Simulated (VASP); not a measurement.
A run of VASP 6.6.1 is set up as follows.

Contents of INCAR:

```
PREC = Accurate ; ENCUT = 520
EDIFF = 1E-6 ; ISMEAR = -1
SIGMA = 0.05 ; LREAL = F
LASPH = T ; NELM = 60
ALGO = Normal ; ISIF = 2
LWAVE = F ; LCHARG = F
GGA = CA ; NBANDS = 18
```

File KPOINTS:

```
regular mesh
0
Gamma
  9 6 6
```

Contents of POSCAR:

```
TiAl3
1.0
    2.8396770000      0.0000000000      0.0000000000
    0.0000000000      4.6812640000      0.0000000000
    0.0000000000      0.0000000000      4.9007420000
Ti Al
1 3
Direct
    0.0000000000      0.5000000000      0.1659160000
    0.0000000000      0.0000000000      0.8359000000
    0.5000000000      0.0000000000      0.3309120000
    0.5000000000      0.5000000000      0.6672710000
```

Potentials or basis: VASP PAW LDA potentials, release 64 (Ti_sv, Al).

Command:

```bash
$ cat potpaw_LDA.64/Ti_sv/POTCAR potpaw_LDA.64/Al/POTCAR > POTCAR
$ mpirun -np 1 vasp_std > vasp.out
```

Q: What does it give for the band gap on the k mesh?

A: Zero (an odd number of electrons rules out a gap without spin polarisation).

Q: Estimate the largest force.

A: 0.084 eV/Å.

Stress tensor (GPa, compression positive):
```
-7.03  0.00  0.00
 0.00 -3.72  0.00
 0.00  0.00 -4.14
```

Caveat: the cell stands under tension.
